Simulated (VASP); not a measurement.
# SnCl3 (P-6m2) in VASP: further runs, part 2 of 2

VASP 6.6.1.

### Step 4. Relaxation of cell and atoms, PBE

Input file INCAR:

```
SYSTEM = SnCl3
PREC     = Accurate       ! precision mode
ENCUT    = 600            ! plane-wave cutoff, eV
EDIFF    = 1E-7           ! SCF threshold, eV
ISMEAR   = 0              ! smearing method
SIGMA    = 0.1            ! smearing width, eV
LREAL    = .FALSE.        ! projectors in reciprocal space
LASPH    = .TRUE.         ! aspherical terms in the spheres
NELM     = 80             ! most SCF steps
ALGO     = Normal         ! electronic algorithm
ISIF     = 3              ! what is computed and relaxed
LWAVE    = .FALSE.        ! write WAVECAR
LCHARG   = .FALSE.        ! write CHGCAR
GGA      = PE             ! functional
IBRION   = 2              ! ionic algorithm
NSW      = 90             ! ionic steps
EDIFFG   = -0.04          ! ionic threshold
```

Input file KPOINTS:

```
regular mesh
0
G
  6 6 2
  0 0 0
```

Input file POSCAR:

```
SnCl3
1.0
    3.2160157600      0.0000000000      0.0000000000
   -1.6080078800      2.7851513500      0.0000000000
    0.0000000000      0.0000000000     11.5537748400
Sn Cl
1 3
Direct
    0.0000000000      0.0000000000      0.5000000000
    0.0000000000      0.0000000000      0.0000000000
    0.3333333300      0.6666666700      0.7547884000
    0.3333333300      0.6666666700      0.2452116000
```

Potentials or basis: VASP PAW PBE potentials, release 64 (Sn_d, Cl).

Launch:

```bash
$ cat potpaw_PBE.64/Sn_d/POTCAR potpaw_PBE.64/Cl/POTCAR > POTCAR
$ mpirun -np 1 vasp_std > vasp.out
```

OUTCAR:

```text
SYSTEM = SnCl3
   PREC = Accurate
   ENCUT = 600
   EDIFF = 1E-7
   ISMEAR = 0
   LREAL = .FALSE.
   LASPH = .TRUE.
   NELM = 80
   ISIF = 3
   GGA = PE
   IBRION = 2
   NSW = 90
   EDIFFG = -0.04

 ion  position               nearest neighbor table
   1  0.000  0.000  0.500-
   2  0.000  0.000  0.000-
   3  0.333  0.667  0.755-
   4  0.333  0.667  0.245-

  LATTYP: Found a hexagonal cell.
 ALAT       =     3.2160157600
 C/A-ratio  =     3.5925740737

  Lattice vectors:

 A1 = (   3.2160157600,   0.0000000000,   0.0000000000)
 A2 = (  -1.6080078800,   2.7851513500,   0.0000000000)
 A3 = (   0.0000000000,   0.0000000000,  11.5537748400)

Analysis of symmetry for initial positions (statically):
=====================================================================
 Subroutine PRICEL returns:
 Original cell was already a primitive cell.

 Routine SETGRP: Setting up the symmetry group for a
 hexagonal supercell.

 Subroutine GETGRP returns: Found 12 space group operations
 (whereof 12 operations were pure point group operations)
 out of a pool of 24 trial point group operations.

The static configuration has the point symmetry D_3h.

Analysis of symmetry for dynamics (positions and initial velocities):
=====================================================================
 Subroutine PRICEL returns:
 Original cell was already a primitive cell.

 Routine SETGRP: Setting up the symmetry group for a
 hexagonal supercell.

 Subroutine GETGRP returns: Found 12 space group operations
 (whereof 12 operations were pure point group operations)
 out of a pool of 24 trial point group operations.

The dynamic configuration has the point symmetry D_3h.

 Subroutine INISYM returns: Found 12 space group operations
 (whereof 12 operations are pure point group operations),
 and found     1 'primitive' translations

----------------------------------------------------------------------------------------

                                     Primitive cell

  volume of cell :     103.4882

  direct lattice vectors                    reciprocal lattice vectors
     3.216015760  0.000000000  0.000000000     0.310943750  0.179523457  0.000000000
    -1.608007880  2.785151350  0.000000000     0.000000000  0.359046915  0.000000000
     0.000000000  0.000000000 11.553774840     0.000000000  0.000000000  0.086551799

  length of vectors
     3.216015760  3.216015762 11.553774840     0.359046915  0.359046915  0.086551799

  position of ions in fractional coordinates (direct lattice)
     0.000000000  0.000000000  0.500000000
     0.000000000  0.000000000  0.000000000
     0.333333330  0.666666670  0.754788400
     0.333333330  0.666666670  0.245211600

  ion indices of the primitive-cell ions
   primitive index   ion index
                 1           1
                 2           2
                 3           3
                 4           4

----------------------------------------------------------------------------------------

 KPOINTS: regular mesh

Automatic generation of k-mesh.
 Grid dimensions read from file:
 generate k-points for:    6    6    2

 Generating k-lattice:

  Cartesian coordinates                     Fractional coordinates (reciprocal lattice)
     0.051823958  0.029920576  0.000000000     0.166666667  0.000000000  0.000000000
     0.000000000  0.059841152  0.000000000     0.000000000  0.166666667  0.000000000
     0.000000000  0.000000000  0.043275900     0.000000000  0.000000000  0.500000000

  Length of vectors
     0.059841153  0.059841152  0.043275900

  Shift w.r.t. Gamma in fractional coordinates (k-lattice)
     0.000000000  0.000000000  0.000000000

 Subroutine IBZKPT returns following result:
 ===========================================

 Found     14 irreducible k-points:

 Following reciprocal coordinates:
            Coordinates               Weight
  0.000000  0.000000  0.000000      1.000000
  0.166667 -0.000000  0.000000      6.000000
  0.333333  0.000000  0.000000      6.000000
  0.500000  0.000000  0.000000      3.000000
  0.166667  0.166667  0.000000      6.000000
  0.333333  0.166667  0.000000     12.000000
  0.333333  0.333333  0.000000      2.000000
  0.000000  0.000000  0.500000      1.000000
  0.166667 -0.000000  0.500000      6.000000
  0.333333  0.000000  0.500000      6.000000
  0.500000  0.000000  0.500000      3.000000
  0.166667  0.166667  0.500000      6.000000
  0.333333  0.166667  0.500000     12.000000
  0.333333  0.333333  0.500000      2.000000
   k-points           NKPTS =     14   k-points in BZ     NKDIM =     14   number of bands    NBANDS=     21
   number of dos      NEDOS =    301   number of ions     NIONS =      4
   total plane-waves  NPLWV =  75264
   dimension x,y,z NGX =    28 NGY =   28 NGZ =   96
   dimension x,y,z NGXF=    56 NGYF=   56 NGZF=  192
   ions per type =               1   3
   NGX,Y,Z   is equivalent  to a cutoff of  14.47, 14.47, 13.81 a.u.
   NGXF,Y,Z  is equivalent  to a cutoff of  28.95, 28.95, 27.63 a.u.
 SYSTEM =  SnCl3
   PREC   = accura    normal or accurate (medium, high low for compatibility)
   ISTART =      0    job   : 0-new  1-cont  2-samecut
   ICHARG =      2    charge: 1-file 2-atom 10-const
   ISPIN  =      1    spin polarized calculation?
   LNONCOLLINEAR =      F non collinear calculations
   LSORBIT =      F    spin-orbit coupling
   LASPH  =      T    aspherical Exc in radial PAW
   ENCUT  =  600.0 eV  44.10 Ry    6.64 a.u.   6.42  6.42 23.08*2*pi/ulx,y,z
   NELM   =     80;   NELMIN=  2; NELMDL= -5     # of ELM steps
   EDIFF  = 0.1E-06   stopping-criterion for ELM
   LREAL  =      F    real-space projection
   EDIFFG = -.4E-01   stopping-criterion for IOM
   NSW    =     90    number of steps for IOM
   IBRION =      2    ionic relax: 0-MD 1-quasi-New 2-CG
   NFREE  =      1    steps in history (QN), initial steepest desc. (CG)
   ISIF   =      3    stress and relaxation
   ISYM   =      2    0-nonsym 1-usesym 2-fastsym
   POTIM  = 0.5000    time-step for ionic-motion
   TEBEG  =    0.0;   TEEND  =   0.0 temperature during run
   PSTRESS=    0.0 pullay stress
   NELECT =      35.0000    total number of electrons
   NUPDOWN=      -1.0000    fix difference up-down
   EMIN   =  10.00;   EMAX   =-10.00  energy-range for DOS
   EFERMI =   0.00;   METHOD = LEGACY
   ISMEAR =     0;   SIGMA  =   0.10  broadening in eV -4-tet -1-fermi 0-gaus
   EFERMI_NEDOS =   21; number of points for ismear=-14 and -15
   IALGO  =     38    algorithm
   IMIX   =      4    mixing-type and parameters
     AMIX     =   0.40;   BMIX     =  1.00
     AMIX_MAG =   1.60;   BMIX_MAG =  1.00
  volume/ion in A,a.u.               =      25.87       174.59
  Fermi-wavevector in a.u.,A,eV,Ry     =   1.140601  2.155424 17.700792  1.300971
  Thomas-Fermi vector in A             =   2.277303
   LORBIT       =      0    0 simple, 1 ext, 2 COOP (PROOUT), +10 PAW based schemes
   GGA     = PE    functional components
   LHFCALC =     F    Hartree Fock is set to
   AEXX    =    0.0000 exact exchange contribution
   IVDW    =     0    specifies the selected vdW correction
   LEPSILON=     F    determine dielectric tensor
   LRPA    =     F    only Hartree local field effects (RPA)
 conjugate gradient relaxation of ions
 non-spin polarized calculation
 Gauss-broadening in eV      SIGMA  =   0.10
  energy-cutoff  :      600.00
  volume of cell :      103.49
 maximum number of plane-waves:      3487
 NGX is ok and might be reduce to    28
   NGX = 13   NGY = 13   NGZ = 47

--------------------------------------- Ionic step        1  -------------------------------------------

 number of electron      35.0000003 magnetization

 Free energy of the ion-electron system (eV)
  ---------------------------------------------------
  ext. energy  EPLUGINS =         0.00000000
  ---------------------------------------------------
  free energy    TOTEN  =        -7.92463167 eV

  energy without entropy =       -7.89923852  energy(sigma->0) =       -7.91193510

------------------------ aborting loop because EDIFF is reached ----------------------------------------

  FORCE on cell =-STRESS in cart. coord.  units (eV):
  Direction    XX          YY          ZZ          XY          YZ          ZX
  --------------------------------------------------------------------------------------
  -------------------------------------------------------------------------------------
  Total       -0.8898860     -0.8898860     -3.7921376      0.0000000      0.0000000      0.0000000
  in kB      -13.7769821    -13.7769822    -58.7088808      0.0000000      0.0000000      0.0000000
  external PRESSURE =     -28.7542817 kB  Pullay stress =       0.0000000 kB
[... 784 lines left out ...]
     20       7.7774      0.00000
     21      10.0443      0.00000

[... ionic steps 4 to 25 ...]

--------------------------------------- Ionic step       26  -------------------------------------------

 number of electron      34.9999993 magnetization

------------------------ aborting loop because EDIFF is reached ----------------------------------------
[... 71 lines left out ...]
--------------------------------------- Ionic step       28  -------------------------------------------

 number of electron      34.9999990 magnetization

 Free energy of the ion-electron system (eV)
  ---------------------------------------------------
  ext. energy  EPLUGINS =         0.00000000
  ---------------------------------------------------
  free energy    TOTEN  =       -10.63903950 eV

  energy without entropy =      -10.59501070  energy(sigma->0) =      -10.61702510

 E-fermi :   0.4964     XC(G=0):  -7.9694

 val. band max:        0.4853676046   @ k =   0.1667  -0.0000   0.5000
 cond. band min:       0.5134077992   @ k =   0.1667   0.1667   0.0000
 fundamental gap:      0.0280401946
 Fermi energy:         0.4963722876
[... 365 lines left out ...]
  FREE ENERGIE OF THE ION-ELECTRON SYSTEM (eV)
  ---------------------------------------------------
  free  energy   TOTEN  =       -10.6390394995 eV

  energy  without entropy=      -10.5950106989  energy(sigma->0) =      -10.61702510

 reached required accuracy - stopping structural energy minimisation
```

Run time: 11 min. Hardware: 1 thread of Intel Xeon Platinum 8488C (Sapphire Rapids), shared host; peak memory 0.29 GiB.

Results:

* Free energy: -10.6390 eV
* Relaxed volume: 31.13 Å³/atom
* Relaxed cell: a = 3.967 Å, b = 3.967 Å, c = 9.134 Å, α = 90.00°, β = 90.00°, γ = 120.00°
* Space group after relaxing (to 0.1 Å): P-6m2 (No. 187)
* Pressure after relaxing: -0.1 GPa
* Largest force after relaxing: 0.034 eV/Å
* Band gap on the k mesh: zero (an odd number of electrons rules out a gap without spin polarisation)

Forces in eV/Å, atoms in the order of the input:
```
Sn   0.000  0.000  0.000
Cl   0.000  0.000  0.000
Cl   0.000  0.000 -0.034
Cl   0.000  0.000  0.034
```

Final structure:
```
Sn Cl
1.0
     3.96729    0.00000    0.00000
    -1.98365    3.43578    0.00000
     0.00000    0.00000    9.13405
Sn Cl
1 3
Direct
  0.00000 0.00000 0.50000
  0.00000 0.00000 0.00000
  0.33333 0.66667 0.68805
  0.33333 0.66667 0.31195
```

Caveat: the k points lie up to 0.34 Å⁻¹ apart in the final cell, too coarse for converged energies and pressures of a metal; the volume moved by over 15 % at a fixed basis, so the end points are rough; spin-orbit coupling is left out, which moves the levels of the heavy elements; an odd number of electrons without spin polarisation forces a metal; a magnetic or distorted state may lie lower.

### Step 5. The runs side by side

| task | cell | cutoff (eV) | gap on the mesh (eV) | pressure (GPa) | largest force (eV/Å) |
| --- | --- | --- | --- | --- | --- |
| single point | a = 3.216, b = 3.216, c = 11.554 Å, angles 90.0, 90.0, 120.0°, 4 atoms, atomic positions A | 520 | none | -2.9 | 1.09 |
| single point | a = 3.965, b = 3.965, c = 9.136 Å, angles 90.0, 90.0, 120.0°, 4 atoms, atomic positions B | 520 | none | -0.1 | 0.02 |
| relaxation of cell and atoms | relaxed from a = 3.216, b = 3.216, c = 11.554 Å, angles 90.0, 90.0, 120.0°, 4 atoms, atomic positions A | 600 | none | -0.1 | 0.03 |

Alike in all rows: level PBE; potentials or basis VASP PAW PBE potentials, release 64 (Sn_d, Cl); no spin polarisation; k mesh 6 × 6 × 2; smearing gaussian 0.1 eV.

Caveats: some runs use coarse meshes; spin-orbit coupling is left out, which moves the levels of the heavy elements; an odd number of electrons without spin polarisation forces a metal; a magnetic or distorted state may lie lower; this functional lacks dispersion, which binds the layers, so the pressure and a relaxed spacing across them are unreliable (at least some runs); the volume moved by over 15 % at a fixed basis, so the end points are rough (at least some runs).

Absolute energies hang on the potentials; compare differences alone.
